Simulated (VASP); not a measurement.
Input of a VASP 6.6.1 run:

File INCAR:

```
ALGO     = Normal         # electronic algorithm
EDIFF    = 1E-7           # SCF threshold, eV
ENCUT    = 520            # plane-wave cutoff, eV
GGA      = PE             # functional
ISIF     = 2              # what is computed and relaxed
ISMEAR   = 0              # smearing method
LASPH    = True           # aspherical terms in the spheres
LCHARG   = False          # write CHGCAR
LREAL    = False          # projectors in reciprocal space
LWAVE    = False          # write WAVECAR
NBANDS   = 18             # bands
NELM     = 60             # most SCF steps
PREC     = Accurate       # precision mode
SIGMA    = 0.1            # smearing width, eV
```

The input KPOINTS:

```
k-points
0
Gamma
  6 6 4
```

POSCAR

```
KI2
1.0
    5.5940063150      0.0000000035      0.0000000000
   -2.7970031605      4.8445515760      0.0000000000
    0.0000000000      0.0000000000      5.2390358367
K I
1 2
Direct
    0.0000000000      0.0000000000      0.0000000000
    0.3333333333      0.6666666667      0.2738298726
    0.6666666667      0.3333333333      0.7261701274
```

Potentials or basis: VASP PAW PBE potentials, release 64 (K_sv, I).

Run with:

```console
$ cat potpaw_PBE.64/K_sv/POTCAR potpaw_PBE.64/I/POTCAR > POTCAR
$ mpirun -np 1 vasp_std > vasp.out
```

Problem. What does it give for the pressure?

Solution. 0.0 GPa.

Problem. What does it give for the largest force?

Solution. 0.010 eV/Å.

Forces in eV/Å, atoms in the order of the input:
```
K    0.000  0.000  0.000
I    0.000  0.000  0.010
I    0.000  0.000 -0.010
```

Caveat: an odd number of electrons without spin polarisation forces a metal; a magnetic or distorted state may lie lower.
